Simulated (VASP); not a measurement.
# Mn3Si (Fm-3m) in VASP: a series of runs, part 2 of 2

VASP 6.6.1. The steps go on from the part before.

### 3 Single point, LDA, collinear spin, ferrimagnetic start

Contents of INCAR:

```
  ALGO = Normal
  EDIFF = 1E-7
  ENCUT = 520
  GGA = CA
  ISIF = 2
  ISMEAR = -1
  ISPIN = 2
  LASPH = True
  LCHARG = False
  LMAXMIX = 4
  LORBIT = 11
  LREAL = False
  LWAVE = False
  MAGMOM = 2.4 -0.7 -0.7 0
  NBANDS = 34
  NELM = 150
  PREC = Accurate
  SIGMA = 0.05
```

Contents of KPOINTS:

```
k-points
0
Gamma
  10 10 10
```

Contents of POSCAR:

```
Mn3Si
1.0
    0.0000000000      2.8610000000      2.8610000000
    2.8610000000      0.0000000000      2.8610000000
    2.8610000000      2.8610000000      0.0000000000
Mn Si
3 1
Direct
    0.5000000000      0.5000000000      0.5000000000
    0.2500000000      0.2500000000      0.2500000000
    0.7500000000      0.7500000000      0.7500000000
    0.0000000000      0.0000000000      0.0000000000
```

Potentials or basis: VASP PAW LDA potentials, release 64 (Mn_pv, Si).

The run is started by

```
cat potpaw_LDA.64/Mn_pv/POTCAR potpaw_LDA.64/Si/POTCAR > POTCAR
mpirun -np 1 vasp_std > vasp.out
```

It took 98 s on 1 thread of Intel Xeon Platinum 8559C (Emerald Rapids), shared host; peak memory 0.22 GiB.

It converged, with:

```yaml
Free_energy: -37.2538 eV
Pressure: -24.0 GPa
Net_moment: 1.09 μB per cell
Site_moments: Mn +2.29, -0.64 (each value once); Si +0.04 μB
Valence_electrons_inside_the_program's_atomic_spheres: Mn 11.82, 11.92 (each value once); Si 1.62
```

Levels at points of the mesh, in eV from the Fermi level:
Spin up:
```
           k point  band 18  band 19  band 20  band 21  band 22  band 23  band 24  band 25  band 26  band 27
(0.00, 0.00, 0.00)    -2.46     0.03     0.03     0.66     0.66     0.66     1.24     1.24     3.47     4.72
(0.50, 0.00, 0.00)    -1.52    -0.56    -0.54    -0.54    -0.11    -0.11     0.56     0.56     0.80     4.47
(0.50, 0.50, 0.00)    -1.94    -1.63    -0.74    -0.22    -0.22     0.21     0.67     0.82     0.82     1.19
```
Spin down:
```
           k point  band 18  band 19  band 20  band 21  band 22  band 23  band 24  band 25
(0.00, 0.00, 0.00)    -1.39     0.22     0.22     0.22     0.80     0.80     1.49     1.49
(0.50, 0.00, 0.00)    -1.79    -1.01    -1.01    -0.96     0.87     0.87     1.40     1.40
(0.50, 0.50, 0.00)    -1.86    -0.61    -0.61     0.05     0.15     0.75     0.82     1.23
```

Caveat: the cell stands under tension.

### 4 Single point, LDA, collinear spin

Contents of INCAR:

```
SYSTEM = Mn3Si
PREC = Accurate ; ENCUT = 520
EDIFF = 1E-6 ; ISMEAR = -1
SIGMA = 0.05 ; LREAL = .False.
LASPH = .True. ; NELM = 150
ALGO = Normal ; ISIF = 2
LWAVE = .False. ; LCHARG = .True.
ISPIN = 2 ; MAGMOM = 0.484 -0.137 -0.137 0
LORBIT = 11 ; NUPDOWN = 0.21
LMAXMIX = 4 ; GGA = CA
LELF = .True. ; LVHAR = .True.
NBANDS = 34
```

Contents of KPOINTS:

```
Automatic mesh
0
Gamma
  10 10 10
  0 0 0
```

POSCAR is that of step 3.

Potentials or basis: VASP PAW LDA potentials, release 64 (Mn_pv, Si).

The run is started by

```
cat potpaw_LDA.64/Mn_pv/POTCAR potpaw_LDA.64/Si/POTCAR > POTCAR
mpirun -np 1 vasp_std > vasp.out
```

OUTCAR:

```text
SYSTEM = Mn3Si
   PREC = Accurate
   ENCUT = 520
   EDIFF = 1E-6
   ISMEAR = -1
   LREAL = .False.
   LASPH = .True.
   NELM = 150
   ISIF = 2
   ISPIN = 2
   LORBIT = 11
   NUPDOWN = 0.21
   GGA = CA

 ion  position               nearest neighbor table
   1  0.500  0.500  0.500-   2 2.48   2 2.48   2 2.48   3 2.48   3 2.48   3 2.48   3 2.48   2 2.48
                             4 2.86   4 2.86   4 2.86   4 2.86   4 2.86   4 2.86
   2  0.250  0.250  0.250-   4 2.48   4 2.48   4 2.48   1 2.48   1 2.48   1 2.48   4 2.48   1 2.48
                             3 2.86   3 2.86   3 2.86   3 2.86   3 2.86   3 2.86
   3  0.750  0.750  0.750-   1 2.48   1 2.48   1 2.48   4 2.48   4 2.48   4 2.48   4 2.48   1 2.48
                             2 2.86   2 2.86   2 2.86   2 2.86   2 2.86   2 2.86
   4  0.000  0.000  0.000-   3 2.48   3 2.48   3 2.48   2 2.48   2 2.48   2 2.48   3 2.48   2 2.48
                             1 2.86   1 2.86   1 2.86   1 2.86   1 2.86   1 2.86

  LATTYP: Found a face centered cubic cell.
 ALAT       =     5.7220000000

  Lattice vectors:

 A1 = (   0.0000000000,   2.8610000000,   2.8610000000)
 A2 = (   2.8610000000,   0.0000000000,   2.8610000000)
[... 1942 lines left out ...]
  --------------------------------------------------------------------------------------
  -------------------------------------------------------------------------------------
  Total       -8.8412979     -8.8412979     -8.8412979     -0.0000000     -0.0000000      0.0000000
  in kB     -302.4426534   -302.4426534   -302.4426534     -0.0000000     -0.0000000      0.0000000
  external PRESSURE =    -302.4426534 kB  Pullay stress =       0.0000000 kB

 VOLUME and BASIS-vectors are now :
 -----------------------------------------------------------------------------
  energy-cutoff  :      520.00
  volume of cell :       46.84
      direct lattice vectors                 reciprocal lattice vectors
     0.000000000  2.861000000  2.861000000    -0.174764069  0.174764069  0.174764069
     2.861000000  0.000000000  2.861000000     0.174764069 -0.174764069  0.174764069
     2.861000000  2.861000000  0.000000000     0.174764069  0.174764069 -0.174764069

 POSITION                                       TOTAL-FORCE (eV/Angst)
 -----------------------------------------------------------------------------------
      2.86100      2.86100      2.86100         0.000000     -0.000000      0.000000
      1.43050      1.43050      1.43050         0.000000      0.000000      0.000000
      4.29150      4.29150      4.29150        -0.000000     -0.000000     -0.000000
      0.00000      0.00000      0.00000         0.000000     -0.000000      0.000000
 -----------------------------------------------------------------------------------
    total drift:                                0.000000     -0.000000      0.000000

  FREE ENERGIE OF THE ION-ELECTRON SYSTEM (eV)
  ---------------------------------------------------
  free  energy   TOTEN  =       -36.9677634275 eV

  energy  without entropy=      -36.9067835853  energy(sigma->0) =      -36.93727351

 total charge

# of ion       s       p       d       tot
------------------------------------------
    1        0.375   6.347   5.109  11.830
    2        0.335   6.340   5.242  11.916
    3        0.335   6.340   5.242  11.916
    4        0.722   0.875   0.000   1.598
--------------------------------------------------
tot          1.766  19.901  15.593  37.260

 magnetization (x)

# of ion       s       p       d       tot
------------------------------------------
    1       -0.004  -0.004  -0.226  -0.233
    2        0.001   0.002   0.219   0.222
    3        0.001   0.002   0.219   0.222
    4       -0.004  -0.004   0.000  -0.007
--------------------------------------------------
tot         -0.006  -0.003   0.213   0.204
```

OSZICAR:

```text
N       E                     dE             d eps       ncg     rms          rms(c)
DAV:   1     0.485847279071E+03    0.48585E+03   -0.23351E+04  6464   0.161E+03
[... 13 lines left out ...]
DAV:  15    -0.369684120904E+02    0.22054E-02   -0.21352E-02  7032   0.105E+00    0.486E-01
DAV:  16    -0.369679740317E+02    0.43806E-03   -0.35225E-03  6598   0.505E-01    0.164E-01
DAV:  17    -0.369680963183E+02   -0.12229E-03   -0.50848E-03  7010   0.582E-01    0.328E-01
DAV:  18    -0.369677687189E+02    0.32760E-03   -0.14881E-03  6652   0.284E-01    0.275E-02
DAV:  19    -0.369677656533E+02    0.30656E-05   -0.52705E-05  6766   0.761E-02    0.154E-02
DAV:  20    -0.369677643048E+02    0.13486E-05   -0.12568E-05  5918   0.306E-02    0.137E-02
DAV:  21    -0.369677634275E+02    0.87724E-06   -0.76799E-06  4620   0.248E-02
   1 F= -.36967763E+02 E0= -.36937274E+02  d E =-.609798E-01  mag=     0.2100
```

Wall time 1.7 min (1 thread of Intel Xeon Platinum 8559C (Emerald Rapids), shared host); peak memory 0.23 GiB.

What came out:

```
Free energy                                           : -36.9678 eV
Pressure                                              : -30.2 GPa
Net moment                                            : 0.21 μB per cell
Site moments                                          : Mn -0.23, +0.22 (each value once); Si -0.01 μB
Valence electrons inside the program's atomic spheres : Mn 11.83, 11.92 (each value once); Si 1.60
```

Caveat: the cell stands under tension; the total moment is fixed, so each spin has its own Fermi level.

### 5 Overview

| spin | fixed moment (μB) | pressure (GPa) | moment (μB) |
| --- | --- | --- | --- |
| collinear, zero start | 0.0 | -30.4 | 0.00 |
| collinear, ferrimagnetic start | - | -24.0 | 1.09 |
| collinear | 0.21 | -30.2 | 0.21 |

Alike in all rows: task single point; level LDA; potentials or basis VASP PAW LDA potentials, release 64 (Mn_pv, Si); cell as given; k mesh 10 × 10 × 10; cutoff (eV) 520; smearing fermi-dirac 0.05 eV.

Caveats: the cell stands under tension; the total moment is fixed, so each spin has its own Fermi level (at least some runs).

Total energies depend on the potentials used, so only differences within one code and one set of settings carry meaning.
